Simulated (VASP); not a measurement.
# Rh12CO in VASP: further runs

The runs below take Rh12CO through single point, with PBE.

All numbers are computed with VASP 6.6.1; they aren't measurements. Logs are shortened: lines on timing, memory, paths and dates and some standing lists are left out, and cuts for length are marked.

## 1. The cell of the first run

The cell holds a slab with vacuum, 14 atoms: a = 5.416 Å, b = 5.416 Å, c = 22.296 Å, α = 90.00°, β = 90.00°, γ = 120.00°.

## 2. Single point, PBE

The input, INCAR:

```
SYSTEM = Rh12CO
PREC = Accurate ; ENCUT = 520
EDIFF = 1E-6 ; ISMEAR = 0
SIGMA = 0.1 ; LREAL = .False.
LASPH = .True. ; NELM = 120
ALGO = Normal ; ISIF = 2
LWAVE = .False. ; LCHARG = .True.
LDIPOL = .True. ; IDIPOL = 3
DIPOL = 0.5 0.5 0.304 ; GGA = PE
LVHAR = .True. ; LVACPOTAV = .True.
NBANDS = 108 ; GGA_COMPAT = .False.
NELMDL = -8 ; KPAR = 4
```

The input, KPOINTS:

```
regular mesh
0
Gamma
  6 6 1
  0 0 0
```

The input, POSCAR:

```
Rh12CO
1.0
    5.4163401145      0.0000000000      0.0000000000
   -2.7081700572      4.6906881347      0.0000000000
    0.0000000000      0.0000000000     22.2964585464
Rh C O
12 1 1
Direct
    0.3333333333      0.1666666667      0.1794006879
    0.3333333333      0.6666666667      0.1794006879
    0.8333333333      0.1666666667      0.1794006879
    0.8333333333      0.6666666667      0.1794006879
    0.1666666667      0.3333333333      0.2757740067
    0.1666666667      0.8333333333      0.2757740067
    0.6666666667      0.3333333333      0.2757740067
    0.6666666667      0.8333333333      0.2757740067
    0.0000000000      0.0000000000      0.3720975925
    0.0000000000      0.5000000000      0.3720975925
    0.5000000000      0.0000000000      0.3720975925
    0.5000000000      0.5000000000      0.3720975925
    0.5000000000      0.2500000000      0.4514823969
    0.3929158223      0.1429174202      0.4965384073
```

Potentials or basis: VASP PAW PBE potentials, release 64 (Rh_pv, C, O).

Command:

```sh
cat potpaw_PBE.64/Rh_pv/POTCAR potpaw_PBE.64/C/POTCAR potpaw_PBE.64/O/POTCAR > POTCAR
mpirun -np 4 vasp_std > vasp.out
```

OUTCAR:

```text
SYSTEM = Rh12CO
   PREC = Accurate
   ENCUT = 520
   EDIFF = 1E-6
   ISMEAR = 0
   LREAL = .False.
   LASPH = .True.
   NELM = 120
   ISIF = 2
   GGA = PE
   NELMDL = -8

 ion  position               nearest neighbor table
   1  0.333  0.167  0.179-   5 2.66   6 2.66   7 2.66   2 2.71   2 2.71   3 2.71   3 2.71   4 2.71
                             4 2.71
   2  0.333  0.667  0.179-   6 2.66   5 2.66   8 2.66   1 2.71   1 2.71   4 2.71   4 2.71   3 2.71
                             3 2.71
   3  0.833  0.167  0.179-   7 2.66   8 2.66   5 2.66   4 2.71   4 2.71   1 2.71   1 2.71   2 2.71
                             2 2.71
   4  0.833  0.667  0.179-   8 2.66   7 2.66   6 2.66   3 2.71   3 2.71   2 2.71   2 2.71   1 2.71
                             1 2.71
   5  0.167  0.333  0.276-   9 2.66  12 2.66  10 2.66   1 2.66   2 2.66   3 2.66   6 2.71   6 2.71
                             7 2.71   7 2.71   8 2.71   8 2.71
   6  0.167  0.833  0.276-  10 2.66  11 2.66   9 2.66   2 2.66   1 2.66   4 2.66   5 2.71   5 2.71
                             8 2.71   8 2.71   7 2.71   7 2.71
   7  0.667  0.333  0.276-  11 2.66  10 2.66  12 2.66   3 2.66   4 2.66   1 2.66   8 2.71   8 2.71
                             5 2.71   5 2.71   6 2.71   6 2.71
   8  0.667  0.833  0.276-  12 2.66   9 2.66  11 2.66   4 2.66   3 2.66   2 2.66   7 2.71   7 2.71
                             6 2.71   6 2.71   5 2.71   5 2.71
   9  0.000  0.000  0.372-   5 2.66   8 2.66   6 2.66  10 2.71  10 2.71  11 2.71  11 2.71  12 2.71
                            12 2.71
  10  0.000  0.500  0.372-   6 2.66   7 2.66   5 2.66   9 2.71   9 2.71  12 2.71  12 2.71  11 2.71
                            11 2.71
  11  0.500  0.000  0.372-  13 2.23   7 2.66   6 2.66   8 2.66  12 2.71  12 2.71   9 2.71   9 2.71
                            10 2.71  10 2.71
  12  0.500  0.500  0.372-  13 2.23   8 2.66   5 2.66   7 2.66  11 2.71  11 2.71  10 2.71  10 2.71
                             9 2.71   9 2.71
  13  0.500  0.250  0.451-  14 1.16  12 2.23  11 2.23
  14  0.393  0.143  0.497-  13 1.16

  LATTYP: Found a hexagonal cell.
 ALAT       =     5.4163401145
 C/A-ratio  =     4.1165174408

  Lattice vectors:

 A1 = (   5.4163401145,   0.0000000000,   0.0000000000)
 A2 = (  -2.7081700572,   4.6906881347,   0.0000000000)
 A3 = (   0.0000000000,   0.0000000000,  22.2964585464)

Analysis of symmetry for initial positions (statically):
=====================================================================
 Subroutine PRICEL returns:
 Original cell was already a primitive cell.

 Routine SETGRP: Setting up the symmetry group for a
 hexagonal supercell.

 Subroutine GETGRP returns: Found  1 space group operations
 (whereof  1 operations were pure point group operations)
 out of a pool of 24 trial point group operations.

The static configuration has the point symmetry C_1 .

Analysis of symmetry for dynamics (positions and initial velocities):
=====================================================================
 Subroutine PRICEL returns:
 Original cell was already a primitive cell.

 Routine SETGRP: Setting up the symmetry group for a
 hexagonal supercell.

 Subroutine GETGRP returns: Found  1 space group operations
 (whereof  1 operations were pure point group operations)
 out of a pool of 24 trial point group operations.

The dynamic configuration has the point symmetry C_1 .

 Subroutine INISYM returns: Found  1 space group operations
 (whereof  1 operations are pure point group operations),
 and found     1 'primitive' translations

----------------------------------------------------------------------------------------

                                     Primitive cell

  volume of cell :     566.4719

  direct lattice vectors                    reciprocal lattice vectors
     5.416340114  0.000000000  0.000000000     0.184626515  0.106594168  0.000000000
    -2.708170057  4.690688135  0.000000000     0.000000000  0.213188336  0.000000000
     0.000000000  0.000000000 22.296458546     0.000000000  0.000000000  0.044850172

  length of vectors
     5.416340114  5.416340114 22.296458546     0.213188336  0.213188336  0.044850172

  position of ions in fractional coordinates (direct lattice)
     0.333333333  0.166666667  0.179400688
     0.333333333  0.666666667  0.179400688
     0.833333333  0.166666667  0.179400688
     0.833333333  0.666666667  0.179400688
     0.166666667  0.333333333  0.275774007
[... 49 lines left out ...]
 ===========================================

 Found     20 irreducible k-points:

 Following reciprocal coordinates:
            Coordinates               Weight
  0.000000  0.000000  0.000000      1.000000
  0.166667  0.000000  0.000000      2.000000
  0.000000  0.166667  0.000000      2.000000
 -0.166667  0.166667  0.000000      2.000000
  0.333333  0.000000  0.000000      2.000000
  0.000000  0.333333  0.000000      2.000000
[... 12 lines left out ...]
  0.500000 -0.166667  0.000000      2.000000
  0.333333  0.333333  0.000000      2.000000
   k-points           NKPTS =     20   k-points in BZ     NKDIM =     20   number of bands    NBANDS=    108
   number of dos      NEDOS =    301   number of ions     NIONS =     14
   total plane-waves  NPLWV = 268800
   dimension x,y,z NGX =    40 NGY =   40 NGZ =  168
   dimension x,y,z NGXF=    80 NGYF=   80 NGZF=  336
   ions per type =              12   1   1
   NGX,Y,Z   is equivalent  to a cutoff of  12.28, 12.28, 12.53 a.u.
   NGXF,Y,Z  is equivalent  to a cutoff of  24.55, 24.55, 25.05 a.u.
 SYSTEM =  Rh12CO
   PREC   = accura    normal or accurate (medium, high low for compatibility)
   ISTART =      0    job   : 0-new  1-cont  2-samecut
   ICHARG =      2    charge: 1-file 2-atom 10-const
   ISPIN  =      1    spin polarized calculation?
   LNONCOLLINEAR =      F non collinear calculations
   LSORBIT =      F    spin-orbit coupling
   LASPH  =      T    aspherical Exc in radial PAW
   ENCUT  =  520.0 eV  38.22 Ry    6.18 a.u.  10.07 10.07 41.46*2*pi/ulx,y,z
   NELM   =    120;   NELMIN=  2; NELMDL= -8     # of ELM steps
   EDIFF  = 0.1E-05   stopping-criterion for ELM
   LREAL  =      F    real-space projection
   EDIFFG = 0.1E-04   stopping-criterion for IOM
   NSW    =      0    number of steps for IOM
   IBRION =     -1    ionic relax: 0-MD 1-quasi-New 2-CG
   NFREE  =      0    steps in history (QN), initial steepest desc. (CG)
   ISIF   =      2    stress and relaxation
   ISYM   =      2    0-nonsym 1-usesym 2-fastsym
   POTIM  = 0.5000    time-step for ionic-motion
   TEBEG  =    0.0;   TEEND  =   0.0 temperature during run
   PSTRESS=    0.0 pullay stress
   NELECT =     190.0000    total number of electrons
   NUPDOWN=      -1.0000    fix difference up-down
   EMIN   =  10.00;   EMAX   =-10.00  energy-range for DOS
   EFERMI =   0.00;   METHOD = LEGACY
   ISMEAR =     0;   SIGMA  =   0.10  broadening in eV -4-tet -1-fermi 0-gaus
   EFERMI_NEDOS =   21; number of points for ismear=-14 and -15
   IALGO  =     38    algorithm
   IMIX   =      4    mixing-type and parameters
     AMIX     =   0.40;   BMIX     =  1.00
     AMIX_MAG =   1.60;   BMIX_MAG =  1.00
  volume/ion in A,a.u.               =      40.46       273.05
  Fermi-wavevector in a.u.,A,eV,Ry     =   1.137452  2.149473 17.603191  1.293798
  Thomas-Fermi vector in A             =   2.274157
   LORBIT       =      0    0 simple, 1 ext, 2 COOP (PROOUT), +10 PAW based schemes
   GGA     = PE    functional components
   LHFCALC =     F    Hartree Fock is set to
   AEXX    =    0.0000 exact exchange contribution
   IVDW    =     0    specifies the selected vdW correction
   LEPSILON=     F    determine dielectric tensor
   LRPA    =     F    only Hartree local field effects (RPA)
 non-spin polarized calculation
 Gauss-broadening in eV      SIGMA  =   0.10
  energy-cutoff  :      520.00
  volume of cell :      566.47
 maximum number of plane-waves:     15300
   NGX = 21   NGY = 21   NGZ = 83

 dipolmoment           0.000000      0.000000     -0.099140 electrons x Angstroem

 number of electron     190.0000010 magnetization

 dipolmoment           0.000000      0.000000      0.074848 electrons x Angstroem

 Free energy of the ion-electron system (eV)
  ---------------------------------------------------
  ext. energy  EPLUGINS =         0.00000000
  ---------------------------------------------------
  free energy    TOTEN  =       -96.65882593 eV

  energy without entropy =      -96.55659172  energy(sigma->0) =      -96.60770882

 E-fermi :   0.0474     XC(G=0):  -5.3058

 val. band max:        0.0451645058   @ k =   0.3333   0.3333   0.0000
 cond. band min:       0.0498327971   @ k =   0.5000   0.3333   0.0000
 fundamental gap:      0.0046682913
 Fermi energy:         0.0473668452

 k-point     1 :       0.0000    0.0000    0.0000
  band No.  band energies     occupation
      1     -47.0515      2.00000
      2     -47.0485      2.00000
      3     -47.0384      2.00000
      4     -46.9714      2.00000
      5     -46.9037      2.00000
      6     -46.8729      2.00000
[... 2189 lines left out ...]
    106       0.6984      0.00000
    107       1.6809      0.00000
 [bands above 107 left out]

------------------------ aborting loop because EDIFF is reached ----------------------------------------

  FORCE on cell =-STRESS in cart. coord.  units (eV):
  Direction    XX          YY          ZZ          XY          YZ          ZX
  --------------------------------------------------------------------------------------
  -------------------------------------------------------------------------------------
  Total       -4.8352547     -6.0519186      0.7540635      0.7496026      0.3143706     -0.5985492
  in kB      -13.6757628    -17.1169068      2.1327509      2.1201338      0.8891482     -1.6929030
  external PRESSURE =      -9.5533063 kB  Pullay stress =       0.0000000 kB

 VOLUME and BASIS-vectors are now :
 -----------------------------------------------------------------------------
  energy-cutoff  :      520.00
  volume of cell :      566.47
      direct lattice vectors                 reciprocal lattice vectors
     5.416340114  0.000000000  0.000000000     0.184626515  0.106594168  0.000000000
    -2.708170057  4.690688135  0.000000000     0.000000000  0.213188336  0.000000000
     0.000000000  0.000000000 22.296458546     0.000000000  0.000000000  0.044850172

 POSITION                                       TOTAL-FORCE (eV/Angst)
 -----------------------------------------------------------------------------------
      1.35409      0.78178      4.00000         0.049904      0.042147     -0.062650
     -0.00000      3.12713      4.00000         0.004195      0.005152     -0.004537
      4.06226      0.78178      4.00000        -0.084650      0.087008     -0.156928
      2.70817      3.12713      4.00000         0.001886     -0.121561     -0.121334
      0.00000      1.56356      6.14878        -0.036264      0.085605     -0.009055
     -1.35409      3.90891      6.14878         0.041334     -0.067142     -0.076804
      2.70817      1.56356      6.14878         0.061088     -0.010108     -0.163180
      1.35409      3.90891      6.14878        -0.007997     -0.055093      0.049542
      0.00000      0.00000      8.29646        -0.179631     -0.095691     -0.231340
     -1.35409      2.34534      8.29646         0.088879      0.032615     -0.016722
      2.70817      0.00000      8.29646        -0.059298      0.390164      0.853020
      1.35409      2.34534      8.29646         0.445912     -0.440621      1.409734
      2.03113      1.17267     10.06646        -0.301741      0.144041     -3.036287
      1.74112      0.67038     11.07105        -0.023618      0.003485      1.566542
 -----------------------------------------------------------------------------------
    total drift:                               -0.000047     -0.000070     -0.000807

  FREE ENERGIE OF THE ION-ELECTRON SYSTEM (eV)
  ---------------------------------------------------
  free  energy   TOTEN  =       -96.6588259252 eV

  energy  without entropy=      -96.5565917197  energy(sigma->0) =      -96.60770882

 vacuum level on the upper side and lower side of the slab         5.601         5.068
```

Wall time 17 min (4 MPI ranks of Intel Xeon Platinum 8375C at 2.90GHz (Ice Lake), shared host); peak memory 1.2 GiB.

Results:

- Free energy: -96.6588 eV
- Largest force: 3.055 eV/Å
- Band gap on the k mesh: zero (bands 95 and 96 overlap by 0.85 eV)

Forces in eV/Å, atoms in the order of the input:
```
Rh   0.050  0.042 -0.063
Rh   0.004  0.005 -0.005
Rh  -0.085  0.087 -0.157
Rh   0.002 -0.122 -0.121
Rh  -0.036  0.086 -0.009
Rh   0.041 -0.067 -0.077
Rh   0.061 -0.010 -0.163
Rh  -0.008 -0.055  0.050
Rh  -0.180 -0.096 -0.231
Rh   0.089  0.033 -0.017
Rh  -0.059  0.390  0.853
Rh   0.446 -0.441  1.410
C   -0.302  0.144 -3.036
O   -0.024  0.003  1.567
```

Levels at points of the mesh, in eV from the Fermi level:
| k point | band 92 | band 93 | band 94 | band 95 | band 96 | band 97 | band 98 | band 99 | band 100 | band 101 |
| --- | --- | --- | --- | --- | --- | --- | --- | --- | --- | --- |
| (0.00, 0.00, 0.00) | 0.26 | 0.38 | 0.40 | 0.50 | 0.51 | 0.54 | 0.54 | 0.87 | 0.91 | 0.93 |
| (0.50, 0.00, 0.00) | -0.87 | -0.80 | -0.55 | -0.38 | -0.35 | -0.33 | -0.07 | 0.14 | 0.27 | 0.41 |
| (0.00, 0.50, 0.00) | -0.79 | -0.76 | -0.45 | -0.37 | -0.35 | -0.34 | -0.16 | 0.18 | 0.24 | 0.46 |
| (0.50, 0.50, 0.00) | -0.79 | -0.74 | -0.46 | -0.38 | -0.35 | -0.34 | -0.20 | 0.18 | 0.25 | 0.46 |

## 3. Single point, PBE

The input, INCAR:

```
PREC     = Accurate       # precision mode
ENCUT    = 520            # plane-wave cutoff, eV
EDIFF    = 1E-6           # SCF threshold, eV
ISMEAR   = 0              # smearing method
SIGMA    = 0.1            # smearing width, eV
LREAL    = F              # projectors in reciprocal space
LASPH    = T              # aspherical terms in the spheres
NELM     = 100            # most SCF steps
ALGO     = Normal         # electronic algorithm
ISIF     = 2              # what is computed and relaxed
LWAVE    = F              # write WAVECAR
LCHARG   = T              # write CHGCAR
LDIPOL   = T            
IDIPOL   = 3            
DIPOL    = 0.5 0.5 0.302
GGA      = PE             # functional
LELF     = T              # ELF
LVHAR    = T            
LVACPOTAV= T            
NBANDS   = 108            # bands
```

The input, KPOINTS:

```
Automatic mesh
0
Gamma
  6 6 1
```

POSCAR: that of step 2 with these lines changed.

```diff
@@ -21,2 +21,2 @@
     0.5000000000      0.2500000000      0.4514823969
-    0.3929158223      0.1429174202      0.4965384073
+    0.4999969129      0.0431292543      0.4649477681
```

Potentials or basis: VASP PAW PBE potentials, release 64 (Rh_pv, C, O).

Command:

```sh
cat potpaw_PBE.64/Rh_pv/POTCAR potpaw_PBE.64/C/POTCAR potpaw_PBE.64/O/POTCAR > POTCAR
mpirun -np 1 vasp_std > vasp.out
```

Wall time 50 min (1 thread of Intel Xeon Platinum 8559C (Emerald Rapids), shared host); peak memory 1.1 GiB.

Results (log left out):

```
Free energy            : -95.6837 eV
Largest force          : 4.762 eV/Å
Band gap on the k mesh : zero (bands 95 and 96 overlap by 0.88 eV)
```

Forces in eV/Å, atoms in the order of the input:
```
Rh  -0.004  0.006 -0.012
Rh  -0.003  0.022  0.030
Rh  -0.017  0.025 -0.081
Rh  -0.021  0.038 -0.107
Rh  -0.036  0.035 -0.126
Rh   0.102 -0.046 -0.167
Rh   0.122  0.059 -0.424
Rh  -0.100 -0.033  0.265
Rh  -0.199 -0.062 -0.283
Rh   0.149  0.071 -0.237
Rh   0.355 -0.739 -1.065
Rh   0.153 -0.272  1.439
C   -2.114  3.636 -2.233
O    1.613 -2.741  3.001
```

Levels at points of the mesh, in eV from the Fermi level:
```tsv
k point	band 93	band 94	band 95	band 96	band 97	band 98	band 99	band 100
(0.00, 0.00, 0.00)	0.36	0.38	0.50	0.50	0.51	0.54	0.82	0.87
(0.50, 0.00, 0.00)	-0.81	-0.49	-0.43	-0.33	-0.33	-0.06	0.25	0.30
(0.00, 0.50, 0.00)	-0.82	-0.46	-0.41	-0.39	-0.34	0.04	0.19	0.33
(0.50, 0.50, 0.00)	-0.82	-0.46	-0.42	-0.37	-0.35	0.05	0.15	0.28
```
